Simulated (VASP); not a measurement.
# GaN (F-43m) in VASP: a series of runs

GaN is run at these levels: PBE; tasks: single point.

All numbers are computed with VASP 6.6.1; they aren't measurements. Logs are shortened: lines on timing, memory, paths and dates and some standing lists are left out, and cuts for length are marked.

## Step 1: The cell of the first run

It takes space group F-43m (No. 216, cubic). Conventional cell: a = 4.548 Å, b = 4.548 Å, c = 4.548 Å, α = 90.00°, β = 90.00°, γ = 90.00°. Ga (site symmetry -43m) has 4 N at 1.97 Å within 2.6 Å. Within 2.6 Å of N (site symmetry -43m) lie 4 Ga at 1.97 Å.

## Step 2: Single point, PBE

INCAR reads:

```
SYSTEM = GaN
PREC = Accurate
ENCUT = 600
EDIFF = 1E-6
ISMEAR = 0
SIGMA = 0.01
LREAL = .False.
LASPH = .True.
NELM = 120
ALGO = Normal
ISIF = 2
LWAVE = .False.
LCHARG = .False.
GGA = PE
NBANDS = 16
GGA_COMPAT = .False.
```

KPOINTS reads:

```
Automatic mesh
0
Gamma
  8 8 8
  0 0 0
```

POSCAR reads:

```
GaN
1.0
    0.0000000000      2.2741183930      2.2741183930
    2.2741183930      0.0000000000      2.2741183930
    2.2741183930      2.2741183930      0.0000000000
Ga N
1 1
Direct
    0.0000000000      0.0000000000      0.0000000000
    0.2500000000      0.2500000000      0.2500000000
```

Potentials or basis: VASP PAW PBE potentials, release 64 (Ga_d, N).

Started as:

```bash
$ cat potpaw_PBE.64/Ga_d/POTCAR potpaw_PBE.64/N/POTCAR > POTCAR
$ mpirun -np 1 vasp_std > vasp.out
```

OUTCAR:

```text
SYSTEM = GaN
   PREC = Accurate
   ENCUT = 600
   EDIFF = 1E-6
   ISMEAR = 0
   LREAL = .False.
   LASPH = .True.
   NELM = 120
   ISIF = 2
   GGA = PE

 ion  position               nearest neighbor table
   1  0.000  0.000  0.000-   2 1.97   2 1.97   2 1.97   2 1.97
   2  0.250  0.250  0.250-   1 1.97   1 1.97   1 1.97   1 1.97

  LATTYP: Found a face centered cubic cell.
 ALAT       =     4.5482367860

  Lattice vectors:

 A1 = (   0.0000000000,   2.2741183930,   2.2741183930)
 A2 = (   2.2741183930,   0.0000000000,   2.2741183930)
 A3 = (   2.2741183930,   2.2741183930,   0.0000000000)

Analysis of symmetry for initial positions (statically):
=====================================================================
 Subroutine PRICEL returns:
 Original cell was already a primitive cell.

 Routine SETGRP: Setting up the symmetry group for a
 face centered cubic supercell.

 Subroutine GETGRP returns: Found 24 space group operations
 (whereof 24 operations were pure point group operations)
 out of a pool of 48 trial point group operations.

The static configuration has the point symmetry T_d .

Analysis of symmetry for dynamics (positions and initial velocities):
=====================================================================
 Subroutine PRICEL returns:
 Original cell was already a primitive cell.

 Routine SETGRP: Setting up the symmetry group for a
 face centered cubic supercell.

 Subroutine GETGRP returns: Found 24 space group operations
 (whereof 24 operations were pure point group operations)
 out of a pool of 48 trial point group operations.

The dynamic configuration has the point symmetry T_d .

 Subroutine INISYM returns: Found 24 space group operations
 (whereof 24 operations are pure point group operations),
 and found     1 'primitive' translations

----------------------------------------------------------------------------------------

                                     Primitive cell

  volume of cell :      23.5217

  direct lattice vectors                    reciprocal lattice vectors
     0.000000000  2.274118393  2.274118393    -0.219865422  0.219865422  0.219865422
     2.274118393  0.000000000  2.274118393     0.219865422 -0.219865422  0.219865422
     2.274118393  2.274118393  0.000000000     0.219865422  0.219865422 -0.219865422

  length of vectors
     3.216089074  3.216089074  3.216089074     0.380818082  0.380818082  0.380818082

  position of ions in fractional coordinates (direct lattice)
     0.000000000  0.000000000  0.000000000
     0.250000000  0.250000000  0.250000000

  ion indices of the primitive-cell ions
   primitive index   ion index
                 1           1
                 2           2

----------------------------------------------------------------------------------------

 KPOINTS: Automatic mesh

Automatic generation of k-mesh.
 Grid dimensions read from file:
 generate k-points for:    8    8    8

 Generating k-lattice:

  Cartesian coordinates                     Fractional coordinates (reciprocal lattice)
    -0.027483178  0.027483178  0.027483178     0.125000000  0.000000000  0.000000000
     0.027483178 -0.027483178  0.027483178     0.000000000  0.125000000  0.000000000
     0.027483178  0.027483178 -0.027483178     0.000000000  0.000000000  0.125000000

  Length of vectors
     0.047602260  0.047602260  0.047602260

  Shift w.r.t. Gamma in fractional coordinates (k-lattice)
     0.000000000  0.000000000  0.000000000

 Subroutine IBZKPT returns following result:
 ===========================================

 Found     29 irreducible k-points:

 Following reciprocal coordinates:
            Coordinates               Weight
  0.000000  0.000000  0.000000      1.000000
  0.125000  0.000000  0.000000      8.000000
  0.250000  0.000000  0.000000      8.000000
  0.375000  0.000000  0.000000      8.000000
  0.500000  0.000000  0.000000      4.000000
  0.125000  0.125000  0.000000      6.000000
[... 16 lines left out ...]
  0.500000  0.250000  0.125000     48.000000
 -0.375000  0.250000  0.125000     24.000000
 [... further k-points ...]
   k-points           NKPTS =     29   k-points in BZ     NKDIM =     29   number of bands    NBANDS=     16
   number of dos      NEDOS =    301   number of ions     NIONS =      2
   total plane-waves  NPLWV =  21952
   dimension x,y,z NGX =    28 NGY =   28 NGZ =   28
   dimension x,y,z NGXF=    56 NGYF=   56 NGZF=   56
   ions per type =               1   1
   NGX,Y,Z   is equivalent  to a cutoff of  14.47, 14.47, 14.47 a.u.
   NGXF,Y,Z  is equivalent  to a cutoff of  28.95, 28.95, 28.95 a.u.
 SYSTEM =  GaN
   PREC   = accura    normal or accurate (medium, high low for compatibility)
   ISTART =      0    job   : 0-new  1-cont  2-samecut
   ICHARG =      2    charge: 1-file 2-atom 10-const
   ISPIN  =      1    spin polarized calculation?
   LNONCOLLINEAR =      F non collinear calculations
   LSORBIT =      F    spin-orbit coupling
   LASPH  =      T    aspherical Exc in radial PAW
   ENCUT  =  600.0 eV  44.10 Ry    6.64 a.u.   6.42  6.42  6.42*2*pi/ulx,y,z
   NELM   =    120;   NELMIN=  2; NELMDL= -5     # of ELM steps
   EDIFF  = 0.1E-05   stopping-criterion for ELM
   LREAL  =      F    real-space projection
   EDIFFG = 0.1E-04   stopping-criterion for IOM
   NSW    =      0    number of steps for IOM
   IBRION =     -1    ionic relax: 0-MD 1-quasi-New 2-CG
   NFREE  =      0    steps in history (QN), initial steepest desc. (CG)
   ISIF   =      2    stress and relaxation
   ISYM   =      2    0-nonsym 1-usesym 2-fastsym
   POTIM  = 0.5000    time-step for ionic-motion
   TEBEG  =    0.0;   TEEND  =   0.0 temperature during run
   PSTRESS=    0.0 pullay stress
   NELECT =      18.0000    total number of electrons
   NUPDOWN=      -1.0000    fix difference up-down
   EMIN   =  10.00;   EMAX   =-10.00  energy-range for DOS
   EFERMI =   0.00;   METHOD = LEGACY
   ISMEAR =     0;   SIGMA  =   0.01  broadening in eV -4-tet -1-fermi 0-gaus
   EFERMI_NEDOS =   21; number of points for ismear=-14 and -15
   IALGO  =     38    algorithm
   IMIX   =      4    mixing-type and parameters
     AMIX     =   0.40;   BMIX     =  1.00
     AMIX_MAG =   1.60;   BMIX_MAG =  1.00
  volume/ion in A,a.u.               =      11.76        79.37
  Fermi-wavevector in a.u.,A,eV,Ry     =   1.497416  2.829707 30.507745  2.242256
  Thomas-Fermi vector in A             =   2.609307
   LORBIT       =      0    0 simple, 1 ext, 2 COOP (PROOUT), +10 PAW based schemes
   GGA     = PE    functional components
   LHFCALC =     F    Hartree Fock is set to
   AEXX    =    0.0000 exact exchange contribution
   IVDW    =     0    specifies the selected vdW correction
   LEPSILON=     F    determine dielectric tensor
   LRPA    =     F    only Hartree local field effects (RPA)
 non-spin polarized calculation
 Gauss-broadening in eV      SIGMA  =   0.01
  energy-cutoff  :      600.00
  volume of cell :       23.52
 maximum number of plane-waves:       817
 NGX is ok and might be reduce to    28
   NGX = 13   NGY = 13   NGZ = 13

 number of electron      18.0000002 magnetization

 Free energy of the ion-electron system (eV)
  ---------------------------------------------------
  ext. energy  EPLUGINS =         0.00000000
  ---------------------------------------------------
  free energy    TOTEN  =       -12.15451569 eV

  energy without entropy =      -12.15451569  energy(sigma->0) =      -12.15451569

 E-fermi :   5.0967     XC(G=0): -11.5215

 val. band max:        4.9892128643   @ k =   0.0000   0.0000   0.0000
 cond. band min:       6.5370200433   @ k =   0.0000   0.0000   0.0000
 fundamental gap:      1.5478071790
 Fermi energy:         5.0966709928

 k-point     1 :       0.0000    0.0000    0.0000
  band No.  band energies     occupation
      1     -10.7157      2.00000
      2      -8.4345      2.00000
      3      -8.4345      2.00000
      4      -8.4345      2.00000
      5      -8.1415      2.00000
      6      -8.1415      2.00000
[... 8 lines left out ...]
     15      23.6371      0.00000
     16      23.6371      0.00000

 k-point     2 :       0.1250    0.0000    0.0000
  band No.  band energies     occupation
      1     -10.5579      2.00000
      2      -8.4155      2.00000
      3      -8.4155      2.00000
      4      -8.3669      2.00000
      5      -8.1429      2.00000
      6      -8.1429      2.00000
[... 8 lines left out ...]
     15      22.0668      0.00000
     16      22.0668      0.00000

 k-point     3 :       0.2500    0.0000    0.0000
  band No.  band energies     occupation
      1     -10.2141      2.00000
      2      -8.3784      2.00000
      3      -8.3784      2.00000
      4      -8.1368      2.00000
      5      -8.1368      2.00000
      6      -8.0579      2.00000
[... 8 lines left out ...]
     15      21.6706      0.00000
     16      21.6706      0.00000

 k-point     4 :       0.3750    0.0000    0.0000
  band No.  band energies     occupation
      1      -9.9669      2.00000
      2      -8.3575      2.00000
      3      -8.3575      2.00000
      4      -8.1131      2.00000
      5      -8.1131      2.00000
      6      -7.3815      2.00000
[... 8 lines left out ...]
     15      23.0085      0.00000
     16      23.0085      0.00000

 k-point     5 :       0.5000    0.0000    0.0000
  band No.  band energies     occupation
      1      -9.8984      2.00000
      2      -8.3539      2.00000
      3      -8.3539      2.00000
      4      -8.0978      2.00000
      5      -8.0978      2.00000
      6      -6.8934      2.00000
[... 8 lines left out ...]
     15      24.3259      0.00000
     16      24.3259      0.00000

 k-point     6 :       0.1250    0.1250    0.0000
  band No.  band energies     occupation
      1     -10.5066      2.00000
      2      -8.3977      2.00000
      3      -8.3977      2.00000
      4      -8.3696      2.00000
      5      -8.1532      2.00000
      6      -8.1311      2.00000
[... 8 lines left out ...]
     15      24.2309      0.00000
     16      24.6994      0.00000

 k-point     7 :       0.2500    0.1250    0.0000
  band No.  band energies     occupation
      1     -10.2297      2.00000
      2      -8.3722      2.00000
      3      -8.3563      2.00000
      4      -8.2234      2.00000
      5      -8.1199      2.00000
      6      -8.0759      2.00000
[... 8 lines left out ...]
     15      23.5763      0.00000
     16      23.8440      0.00000

 k-point     8 :       0.3750    0.1250    0.0000
  band No.  band energies     occupation
      1      -9.9703      2.00000
      2      -8.3533      2.00000
      3      -8.3286      2.00000
      4      -8.1749      2.00000
      5      -8.1021      2.00000
      6      -7.5118      2.00000
[... 8 lines left out ...]
     15      22.9561      0.00000
     16      24.3564      0.00000

 k-point     9 :       0.5000    0.1250    0.0000
  band No.  band energies     occupation
      1      -9.8681      2.00000
      2      -8.3502      2.00000
      3      -8.3238      2.00000
      4      -8.1353      2.00000
      5      -8.0964      2.00000
      6      -6.8488      2.00000
[... 8 lines left out ...]
     15      23.4148      0.00000
     16      24.6927      0.00000
[... 172 lines left out ...]
 k-point    19 :       0.5000    0.3750    0.0000
  band No.  band energies     occupation
      1      -9.7632      2.00000
      2      -8.3324      2.00000
      3      -8.1893      2.00000
      4      -8.1803      2.00000
      5      -8.0804      2.00000
      6      -6.5583      2.00000
[... 8 lines left out ...]
     15      26.8251      0.00000
     16      27.8887      0.00000

 k-point    20 :      -0.3750    0.3750    0.0000
  band No.  band energies     occupation
      1      -9.7583      2.00000
      2      -8.3247      2.00000
      3      -8.1990      2.00000
      4      -8.1976      2.00000
      5      -8.1053      2.00000
      6      -6.3188      2.00000
[... 8 lines left out ...]
     15      25.2844      0.00000
     16      27.4595      0.00000

 k-point    21 :       0.5000    0.5000    0.0000
  band No.  band energies     occupation
      1      -9.7507      2.00000
      2      -8.3519      2.00000
      3      -8.1555      2.00000
      4      -8.1555      2.00000
      5      -8.0704      2.00000
      6      -6.4653      2.00000
[... 8 lines left out ...]
     15      26.2787      0.00000
     16      29.3579      0.00000

 k-point    22 :       0.3750    0.2500    0.1250
  band No.  band energies     occupation
      1     -10.0076      2.00000
      2      -8.3376      2.00000
      3      -8.3202      2.00000
      4      -8.2120      2.00000
      5      -8.1145      2.00000
      6      -7.7038      2.00000
[... 8 lines left out ...]
     15      23.8526      0.00000
     16      25.9551      0.00000

 k-point    23 :       0.5000    0.2500    0.1250
  band No.  band energies     occupation
      1      -9.8552      2.00000
      2      -8.3330      2.00000
      3      -8.2915      2.00000
      4      -8.1828      2.00000
      5      -8.1089      2.00000
      6      -7.0215      2.00000
[... 8 lines left out ...]
     15      23.9160      0.00000
     16      25.7784      0.00000

 k-point    24 :      -0.3750    0.2500    0.1250
  band No.  band energies     occupation
      1      -9.8115      2.00000
      2      -8.3380      2.00000
      3      -8.2810      2.00000
      4      -8.1586      2.00000
      5      -8.1106      2.00000
      6      -6.5910      2.00000
[... 8 lines left out ...]
     15      23.5283      0.00000
     16      25.7236      0.00000

 [... further k-points ...]

------------------------ aborting loop because EDIFF is reached ----------------------------------------

  FORCE on cell =-STRESS in cart. coord.  units (eV):
  Direction    XX          YY          ZZ          XY          YZ          ZX
  --------------------------------------------------------------------------------------
  -------------------------------------------------------------------------------------
  Total       -0.0039466     -0.0039466     -0.0039466      0.0000000      0.0000000      0.0000000
  in kB       -0.2688220     -0.2688220     -0.2688220      0.0000000      0.0000000      0.0000000
  external PRESSURE =      -0.2688220 kB  Pullay stress =       0.0000000 kB

 VOLUME and BASIS-vectors are now :
 -----------------------------------------------------------------------------
  energy-cutoff  :      600.00
  volume of cell :       23.52
      direct lattice vectors                 reciprocal lattice vectors
     0.000000000  2.274118393  2.274118393    -0.219865422  0.219865422  0.219865422
     2.274118393  0.000000000  2.274118393     0.219865422 -0.219865422  0.219865422
     2.274118393  2.274118393  0.000000000     0.219865422  0.219865422 -0.219865422

 POSITION                                       TOTAL-FORCE (eV/Angst)
 -----------------------------------------------------------------------------------
      0.00000      0.00000      0.00000         0.000000      0.000000      0.000000
      1.13706      1.13706      1.13706        -0.000000     -0.000000     -0.000000
 -----------------------------------------------------------------------------------
    total drift:                                0.000000      0.000000      0.000000

  FREE ENERGIE OF THE ION-ELECTRON SYSTEM (eV)
  ---------------------------------------------------
  free  energy   TOTEN  =       -12.1545156853 eV

  energy  without entropy=      -12.1545156853  energy(sigma->0) =      -12.15451569
```

It took 10 s on 1 thread of Intel Xeon 6975P-C (Granite Rapids), shared host; peak memory 0.16 GiB.

What came out:

| Quantity | Value |
| --- | --- |
| Free energy | -12.1545 eV |
| Pressure | 0.0 GPa |
| Band gap on the k mesh | 1.55 eV |

## Step 3: Single point, PBE

This run uses another cell than the first one, of 11.63 Å³/atom.

INCAR reads:

```
  PREC = Accurate
  ENCUT = 600
  EDIFF = 1E-6
  ISMEAR = 0
  SIGMA = 0.01
  LREAL = False
  LASPH = True
  NELM = 120
  ALGO = Normal
  ISIF = 2
  LWAVE = False
  LCHARG = False
  GGA = PE
  NBANDS = 16
  GGA_COMPAT = False
```

KPOINTS reads:

```
regular mesh
0
Gamma
  8 8 8
```

POSCAR reads:

```
GaN
1.0
    0.0000000000      2.2654284519      2.2654284519
    2.2654284519      0.0000000000      2.2654284519
    2.2654284519      2.2654284519      0.0000000000
Ga N
1 1
Direct
    0.0000000000      0.0000000000      0.0000000000
    0.2500000000      0.2500000000      0.2500000000
```

Potentials or basis: VASP PAW PBE potentials, release 64 (Ga_d, N).

Started as:

```bash
$ cat potpaw_PBE.64/Ga_d/POTCAR potpaw_PBE.64/N/POTCAR > POTCAR
$ mpirun -np 1 vasp_std > vasp.out
```

OUTCAR:

```text
PREC = Accurate
   ENCUT = 600
   EDIFF = 1E-6
   ISMEAR = 0
   LREAL = False
   LASPH = True
   NELM = 120
   ISIF = 2
   GGA = PE

 ion  position               nearest neighbor table
   1  0.000  0.000  0.000-   2 1.96   2 1.96   2 1.96   2 1.96
   2  0.250  0.250  0.250-   1 1.96   1 1.96   1 1.96   1 1.96

  LATTYP: Found a face centered cubic cell.
 ALAT       =     4.5308569038

  Lattice vectors:

 A1 = (   0.0000000000,   2.2654284519,   2.2654284519)
[... 642 lines left out ...]

------------------------ aborting loop because EDIFF is reached ----------------------------------------

  FORCE on cell =-STRESS in cart. coord.  units (eV):
  Direction    XX          YY          ZZ          XY          YZ          ZX
  --------------------------------------------------------------------------------------
  -------------------------------------------------------------------------------------
  Total        0.2884143      0.2884143      0.2884143     -0.0000000      0.0000000     -0.0000000
  in kB       19.8722171     19.8722171     19.8722171     -0.0000000      0.0000000     -0.0000000
  external PRESSURE =      19.8722171 kB  Pullay stress =       0.0000000 kB

 VOLUME and BASIS-vectors are now :
 -----------------------------------------------------------------------------
  energy-cutoff  :      600.00
  volume of cell :       23.25
      direct lattice vectors                 reciprocal lattice vectors
     0.000000000  2.265428452  2.265428452    -0.220708802  0.220708802  0.220708802
     2.265428452  0.000000000  2.265428452     0.220708802 -0.220708802  0.220708802
     2.265428452  2.265428452  0.000000000     0.220708802  0.220708802 -0.220708802

 POSITION                                       TOTAL-FORCE (eV/Angst)
 -----------------------------------------------------------------------------------
      0.00000      0.00000      0.00000         0.000000      0.000000      0.000000
      1.13271      1.13271      1.13271        -0.000000     -0.000000     -0.000000
 -----------------------------------------------------------------------------------
    total drift:                                0.000000      0.000000      0.000000

  FREE ENERGIE OF THE ION-ELECTRON SYSTEM (eV)
  ---------------------------------------------------
  free  energy   TOTEN  =       -12.1525954792 eV

  energy  without entropy=      -12.1525954792  energy(sigma->0) =      -12.15259548
```

It took 8.1 s on 1 thread of Intel Xeon 6975P-C (Granite Rapids), shared host; peak memory 0.15 GiB.

What came out:

- Free energy: -12.1526 eV
- Pressure: 2.0 GPa
- Band gap on the k mesh: 1.62 eV

Levels at points of the mesh, in eV from the valence-band top:
| k point | band 5 | band 6 | band 7 | band 8 | band 9 | band 10 | band 11 | band 12 | band 13 | band 14 |
| --- | --- | --- | --- | --- | --- | --- | --- | --- | --- | --- |
| (0.00, 0.00, 0.00) | -13.13 | -13.13 | 0.00 | 0.00 | 0.00 | 1.62 | 10.20 | 10.20 | 10.20 | 17.39 |
| (0.50, 0.00, 0.00) | -13.08 | -11.88 | -6.93 | -0.95 | -0.95 | 4.53 | 8.65 | 10.28 | 10.28 | 15.50 |
| (0.50, 0.50, 0.00) | -13.05 | -11.45 | -6.06 | -2.65 | -2.65 | 3.35 | 6.57 | 11.60 | 13.79 | 13.79 |

(Continued in part 2 of 2.)
